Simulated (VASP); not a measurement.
# PbSe (rocksalt type) (Imm2) in VASP: electric field gradients with PBE

Aim: the electric field gradients of PbSe (rocksalt type) with PBE.

All numbers are computed with VASP 6.6.1; they aren't measurements. Logs are shortened: lines on timing, memory, paths and dates and some standing lists are left out, and cuts for length are marked.

## 1. The cell of the first run

It takes space group Imm2 (No. 44, orthorhombic). Conventional cell: a = 4.395 Å, b = 6.216 Å, c = 4.395 Å, α = 90.00°, β = 90.00°, γ = 90.00°. Pb (site symmetry mm2) has 6 Se at 2.97 to 3.25 Å within 3.9 Å. Se (site symmetry mm2) has 6 Pb at 2.97 to 3.25 Å within 3.9 Å.

## 2. Electric field gradients, PBE (atom 2 (Se) moved by [0.141421, 0.141421, 0.0] A)

INCAR

```
SYSTEM = PbSe
ALGO = Normal
EDIFF = 1E-8
ENCUT = 520
GGA = PE
ISIF = 2
ISMEAR = -1
LASPH = .TRUE.
LCHARG = .FALSE.
LEFG = .TRUE.
LREAL = .FALSE.
LWAVE = .FALSE.
NBANDS = 17
NELM = 100
PREC = Accurate
SIGMA = 0.03
```

KPOINTS

```
k-points
0
G
  10 10 10
  0 0 0
```

POSCAR

```
PbSe
1.0
    0.0000000000      3.1079612690      3.1079612690
    3.1079612690      0.0000000000      3.1079612690
    3.1079612690      3.1079612690      0.0000000000
Pb Se
1 1
Direct
    0.0000000000      0.0000000000      0.0000000000
    0.5000000000      0.5000000000      0.5455028193
```

Potentials or basis: VASP PAW PBE potentials, release 64 (Pb_d, Se).

On the command line:

```console
$ cat potpaw_PBE.64/Pb_d/POTCAR potpaw_PBE.64/Se/POTCAR > POTCAR
$ mpirun -np 1 vasp_std > vasp.out
```

OUTCAR:

```text
SYSTEM = PbSe
   EDIFF = 1E-8
   ENCUT = 520
   GGA = PE
   ISIF = 2
   ISMEAR = -1
   LASPH = .TRUE.
   LREAL = .FALSE.
   NELM = 100
   PREC = Accurate

 ion  position               nearest neighbor table
   1  0.000  0.000  0.000-   2 2.97   2 2.97   2 3.11   2 3.11   2 3.25   2 3.25
   2  0.500  0.500  0.546-   1 2.97   1 2.97   1 3.11   1 3.11   1 3.25   1 3.25

  LATTYP: Found a face centered cubic cell.
 ALAT       =     6.2159225380

  Lattice vectors:

 A1 = (   0.0000000000,   3.1079612690,   3.1079612690)
 A2 = (   3.1079612690,   0.0000000000,   3.1079612690)
 A3 = (   3.1079612690,   3.1079612690,   0.0000000000)

Analysis of symmetry for initial positions (statically):
=====================================================================
 Subroutine PRICEL returns:
 Original cell was already a primitive cell.

 Routine SETGRP: Setting up the symmetry group for a
 face centered cubic supercell.

 Subroutine GETGRP returns: Found  4 space group operations
 (whereof  4 operations were pure point group operations)
 out of a pool of 48 trial point group operations.

The static configuration has the point symmetry C_2v.

Analysis of symmetry for dynamics (positions and initial velocities):
=====================================================================
 Subroutine PRICEL returns:
 Original cell was already a primitive cell.

 Routine SETGRP: Setting up the symmetry group for a
 face centered cubic supercell.

 Subroutine GETGRP returns: Found  4 space group operations
 (whereof  4 operations were pure point group operations)
 out of a pool of 48 trial point group operations.

The dynamic configuration has the point symmetry C_2v.

 Subroutine INISYM returns: Found  4 space group operations
 (whereof  4 operations are pure point group operations),
 and found     1 'primitive' translations

----------------------------------------------------------------------------------------

                                     Primitive cell

  volume of cell :      60.0422

  direct lattice vectors                    reciprocal lattice vectors
     0.000000000  3.107961269  3.107961269    -0.160877166  0.160877166  0.160877166
     3.107961269  0.000000000  3.107961269     0.160877166 -0.160877166  0.160877166
     3.107961269  3.107961269  0.000000000     0.160877166  0.160877166 -0.160877166

  length of vectors
     4.395320978  4.395320978  4.395320978     0.278647425  0.278647425  0.278647425

  position of ions in fractional coordinates (direct lattice)
     0.000000000  0.000000000  0.000000000
     0.500000000  0.500000000  0.545502819

  ion indices of the primitive-cell ions
   primitive index   ion index
                 1           1
                 2           2

----------------------------------------------------------------------------------------

 KPOINTS: k-points

Automatic generation of k-mesh.
 Grid dimensions read from file:
 generate k-points for:   10   10   10

 Generating k-lattice:

  Cartesian coordinates                     Fractional coordinates (reciprocal lattice)
    -0.016087717  0.016087717  0.016087717     0.100000000  0.000000000  0.000000000
     0.016087717 -0.016087717  0.016087717     0.000000000  0.100000000  0.000000000
     0.016087717  0.016087717 -0.016087717     0.000000000  0.000000000  0.100000000

  Length of vectors
     0.027864742  0.027864742  0.027864742

  Shift w.r.t. Gamma in fractional coordinates (k-lattice)
     0.000000000  0.000000000  0.000000000

 Subroutine IBZKPT returns following result:
 ===========================================

 Found    171 irreducible k-points:

 Following reciprocal coordinates:
            Coordinates               Weight
  0.000000  0.000000  0.000000      1.000000
  0.100000  0.000000  0.000000      4.000000
  0.000000  0.000000  0.100000      4.000000
  0.200000  0.000000  0.000000      4.000000
  0.000000  0.000000  0.200000      4.000000
  0.300000  0.000000  0.000000      4.000000
[... 16 lines left out ...]
  0.000000  0.400000  0.100000      8.000000
  0.100000  0.000000  0.400000      8.000000
 [... further k-points ...]
   k-points           NKPTS =    171   k-points in BZ     NKDIM =    171   number of bands    NBANDS=     17
   number of dos      NEDOS =    301   number of ions     NIONS =      2
   total plane-waves  NPLWV =  46656
   dimension x,y,z NGX =    36 NGY =   36 NGZ =   36
   dimension x,y,z NGXF=    72 NGYF=   72 NGZF=   72
   ions per type =               1   1
   NGX,Y,Z   is equivalent  to a cutoff of  13.62, 13.62, 13.62 a.u.
   NGXF,Y,Z  is equivalent  to a cutoff of  27.23, 27.23, 27.23 a.u.
 SYSTEM =  PbSe
   PREC   = accura    normal or accurate (medium, high low for compatibility)
   ISTART =      0    job   : 0-new  1-cont  2-samecut
   ICHARG =      2    charge: 1-file 2-atom 10-const
   ISPIN  =      1    spin polarized calculation?
   LNONCOLLINEAR =      F non collinear calculations
   LSORBIT =      F    spin-orbit coupling
   LASPH  =      T    aspherical Exc in radial PAW
   ENCUT  =  520.0 eV  38.22 Ry    6.18 a.u.   8.17  8.17  8.17*2*pi/ulx,y,z
   NELM   =    100;   NELMIN=  2; NELMDL= -5     # of ELM steps
   EDIFF  = 0.1E-07   stopping-criterion for ELM
   LREAL  =      F    real-space projection
   EDIFFG = 0.1E-06   stopping-criterion for IOM
   NSW    =      0    number of steps for IOM
   IBRION =     -1    ionic relax: 0-MD 1-quasi-New 2-CG
   NFREE  =      0    steps in history (QN), initial steepest desc. (CG)
   ISIF   =      2    stress and relaxation
   ISYM   =      2    0-nonsym 1-usesym 2-fastsym
   POTIM  = 0.5000    time-step for ionic-motion
   TEBEG  =    0.0;   TEEND  =   0.0 temperature during run
   PSTRESS=    0.0 pullay stress
   NELECT =      20.0000    total number of electrons
   NUPDOWN=      -1.0000    fix difference up-down
   EMIN   =  10.00;   EMAX   =-10.00  energy-range for DOS
   EFERMI =   0.00;   METHOD = LEGACY
   ISMEAR =    -1;   SIGMA  =   0.03  broadening in eV -4-tet -1-fermi 0-gaus
   EFERMI_NEDOS =   21; number of points for ismear=-14 and -15
   IALGO  =     38    algorithm
   IMIX   =      4    mixing-type and parameters
     AMIX     =   0.40;   BMIX     =  1.00
     AMIX_MAG =   1.60;   BMIX_MAG =  1.00
  volume/ion in A,a.u.               =      30.02       202.59
  Fermi-wavevector in a.u.,A,eV,Ry     =   1.134835  2.144526 17.522257  1.287850
  Thomas-Fermi vector in A             =   2.271539
   LORBIT       =      0    0 simple, 1 ext, 2 COOP (PROOUT), +10 PAW based schemes
   GGA     = PE    functional components
   LHFCALC =     F    Hartree Fock is set to
   AEXX    =    0.0000 exact exchange contribution
   IVDW    =     0    specifies the selected vdW correction
   LEPSILON=     F    determine dielectric tensor
   LRPA    =     F    only Hartree local field effects (RPA)
 non-spin polarized calculation
  energy-cutoff  :      520.00
  volume of cell :       60.04
 maximum number of plane-waves:      1639
 NGX is ok and might be reduce to    36
   NGX = 17   NGY = 17   NGZ = 17

 number of electron      20.0000002 magnetization

 Free energy of the ion-electron system (eV)
  ---------------------------------------------------
  ext. energy  EPLUGINS =         0.00000000
  ---------------------------------------------------
  free energy    TOTEN  =        -8.18995353 eV

  energy without entropy =       -8.18995300  energy(sigma->0) =       -8.18995327

 E-fermi :   4.7248     XC(G=0):  -9.3100

 val. band max:        4.4739705060   @ k =   0.5000   0.0000   0.0000
 cond. band min:       4.9757846959   @ k =   0.5000   0.0000   0.0000
 fundamental gap:      0.5018141898
 Fermi energy:         4.7248446264

 k-point     1 :       0.0000    0.0000    0.0000
  band No.  band energies     occupation
      1     -12.2351      2.00000
      2     -12.2306      2.00000
      3     -12.2304      2.00000
      4     -12.2281      2.00000
      5     -12.2278      2.00000
      6      -8.7459      2.00000
[... 9 lines left out ...]
     16      11.3301      0.00000
     17      12.6026      0.00000

 k-point     2 :       0.1000    0.0000    0.0000
  band No.  band energies     occupation
      1     -12.2343      2.00000
      2     -12.2322      2.00000
      3     -12.2301      2.00000
      4     -12.2286      2.00000
      5     -12.2253      2.00000
      6      -8.6745      2.00000
[... 9 lines left out ...]
     16      11.4740      0.00000
     17      13.3513      0.00000

 k-point     3 :       0.0000    0.0000    0.1000
  band No.  band energies     occupation
      1     -12.2347      2.00000
      2     -12.2307      2.00000
      3     -12.2306      2.00000
      4     -12.2272      2.00000
      5     -12.2270      2.00000
      6      -8.6765      2.00000
[... 9 lines left out ...]
     16      11.4777      0.00000
     17      13.3310      0.00000

 k-point     4 :       0.2000    0.0000    0.0000
  band No.  band energies     occupation
      1     -12.2386      2.00000
      2     -12.2370      2.00000
      3     -12.2286      2.00000
      4     -12.2238      2.00000
      5     -12.2185      2.00000
      6      -8.4719      2.00000
[... 9 lines left out ...]
     16      11.9181      0.00000
     17      14.7543      0.00000

 k-point     5 :       0.0000    0.0000    0.2000
  band No.  band energies     occupation
      1     -12.2372      2.00000
      2     -12.2351      2.00000
      3     -12.2319      2.00000
      4     -12.2212      2.00000
      5     -12.2204      2.00000
      6      -8.4803      2.00000
[... 9 lines left out ...]
     16      11.9564      0.00000
     17      14.7357      0.00000

 k-point     6 :       0.3000    0.0000    0.0000
  band No.  band energies     occupation
      1     -12.2459      2.00000
      2     -12.2430      2.00000
      3     -12.2275      2.00000
      4     -12.2157      2.00000
      5     -12.2099      2.00000
      6      -8.1803      2.00000
[... 9 lines left out ...]
     16      12.7340      0.00000
     17      16.0351      0.00000
[... 281 lines left out ...]
 k-point    21 :       0.1000    0.1000   -0.2000
  band No.  band energies     occupation
      1     -12.2499      2.00000
      2     -12.2342      2.00000
      3     -12.2302      2.00000
      4     -12.2196      2.00000
      5     -12.2108      2.00000
      6      -8.2403      2.00000
[... 9 lines left out ...]
     16      13.1747      0.00000
     17      15.3130      0.00000

 k-point    22 :       0.4000    0.1000    0.0000
  band No.  band energies     occupation
      1     -12.2571      2.00000
      2     -12.2426      2.00000
      3     -12.2257      2.00000
      4     -12.2098      2.00000
      5     -12.2074      2.00000
      6      -7.9355      2.00000
[... 9 lines left out ...]
     16      14.2187      0.00000
     17      15.5901      0.00000

 k-point    23 :       0.0000    0.4000    0.1000
  band No.  band energies     occupation
      1     -12.2576      2.00000
      2     -12.2420      2.00000
      3     -12.2275      2.00000
      4     -12.2132      2.00000
      5     -12.2025      2.00000
      6      -7.9300      2.00000
[... 9 lines left out ...]
     16      14.1948      0.00000
     17      15.5386      0.00000

 k-point    24 :       0.1000    0.0000    0.4000
  band No.  band energies     occupation
      1     -12.2541      2.00000
      2     -12.2410      2.00000
      3     -12.2307      2.00000
      4     -12.2104      2.00000
      5     -12.2049      2.00000
      6      -7.9578      2.00000
[... 9 lines left out ...]
     16      14.2677      0.00000
     17      15.6580      0.00000

 [... further k-points ...]

------------------------ aborting loop because EDIFF is reached ----------------------------------------

  FORCE on cell =-STRESS in cart. coord.  units (eV):
  Direction    XX          YY          ZZ          XY          YZ          ZX
  --------------------------------------------------------------------------------------
  -------------------------------------------------------------------------------------
  Total        0.2877901      0.2877901      0.0289335      0.0675984      0.0000000      0.0000000
  in kB        7.6794407      7.6794407      0.7720672      1.8038071      0.0000000      0.0000000
  external PRESSURE =       5.3769829 kB  Pullay stress =       0.0000000 kB

 VOLUME and BASIS-vectors are now :
 -----------------------------------------------------------------------------
  energy-cutoff  :      520.00
  volume of cell :       60.04
      direct lattice vectors                 reciprocal lattice vectors
     0.000000000  3.107961269  3.107961269    -0.160877166  0.160877166  0.160877166
     3.107961269  0.000000000  3.107961269     0.160877166 -0.160877166  0.160877166
     3.107961269  3.107961269  0.000000000     0.160877166  0.160877166 -0.160877166

 POSITION                                       TOTAL-FORCE (eV/Angst)
 -----------------------------------------------------------------------------------
      0.00000      0.00000      0.00000         0.084506      0.084506     -0.000000
      3.24938      3.24938      3.10796        -0.084506     -0.084506      0.000000
 -----------------------------------------------------------------------------------
    total drift:                                0.000059      0.000059      0.000000

  FREE ENERGIE OF THE ION-ELECTRON SYSTEM (eV)
  ---------------------------------------------------
  free  energy   TOTEN  =        -8.1899535306 eV

  energy  without entropy=       -8.1899530049  energy(sigma->0) =       -8.18995327

 Electric field gradients (V/A^2)
---------------------------------------------------------------------
 ion       V_xx      V_yy      V_zz      V_xy      V_xz      V_yz
---------------------------------------------------------------------
   1     -18.310   -18.310    36.620     3.081     0.000     0.000
   2       1.119     1.119    -2.239    -7.869     0.000     0.000
---------------------------------------------------------------------

 Electric field gradients after diagonalization (V/A^2)
 (convention: |V_zz| > |V_xx| > |V_yy|)
----------------------------------------------------------------------
 ion       V_xx      V_yy      V_zz     asymmetry (V_yy - V_xx)/ V_zz
----------------------------------------------------------------------
   1     -21.391   -15.229    36.620       0.168
   2      -6.750    -2.239     8.988       0.502
----------------------------------------------------------------------

           NMR quadrupolar parameters

 Cq : quadrupolar parameter    Cq=e*Q*V_zz/h
 eta: asymmetry parameters     (V_yy - V_xx)/ V_zz
 Q  : nuclear electric quadrupole moment in mb (millibarn)
----------------------------------------------------------------------
 ion       Cq(MHz)       eta       Q (mb)
----------------------------------------------------------------------
   1       0.089       0.168       1.000
   2       0.022       0.502       1.000
----------------------------------------------------------------------
```

It took 2.7 min on 1 thread of Intel Xeon Platinum 8375C at 2.90GHz (Ice Lake), shared host; peak memory 0.33 GiB.

What came out:

```
Free energy                             : -8.1900 eV
Pressure                                : 0.5 GPa
Largest force                           : 0.120 eV/Å
Band gap on the k mesh                  : 0.50 eV
Largest electric field gradient by atom : Pb +36.6; Se +9.0 V/Å²
```

Forces on the atoms (eV/Å):
```
Pb   0.085  0.085  0.000
Se  -0.085 -0.085  0.000
```

Stress tensor (GPa, compression positive):
```
0.77 0.18 0.00
0.18 0.77 0.00
0.00 0.00 0.08
```

Levels at points of the mesh, in eV from the valence-band top:
```tsv
k point	band 6	band 7	band 8	band 9	band 10	band 11	band 12	band 13	band 14	band 15
(0.00, 0.00, 0.00)	-13.22	-6.30	-1.71	-1.61	-1.61	4.44	4.46	4.69	6.65	6.85
(0.50, 0.00, 0.00)	-12.24	-8.54	-1.37	-1.35	0.00	0.50	1.96	2.00	8.47	10.09
(0.00, 0.00, 0.50)	-12.28	-8.45	-1.39	-1.29	-0.22	0.67	1.85	1.96	8.40	10.20
(0.50, 0.50, 0.00)	-11.96	-7.26	-4.57	-2.97	-2.82	3.60	5.55	5.83	5.88	11.18
(0.00, 0.50, 0.50)	-11.94	-7.35	-4.49	-2.92	-2.90	3.75	5.54	5.66	5.92	11.17
```

Electric field gradients, principal values (V/Å²):
| atom | least | middle | greatest (by size) |
| --- | --- | --- | --- |
| 1 Pb | -15.229 | -21.391 | 36.620 |
| 2 Se | -2.239 | -6.750 | 8.988 |

Caveat: the cell differs from its parent crystal (atom 2 (Se) moved by [0.141421, 0.141421, 0.0] A); without QUAD_EFG the Cq values of the log hold for a quadrupole moment of 1 mb, not for the nuclei; spin-orbit coupling is left out, which moves the levels of the heavy elements.
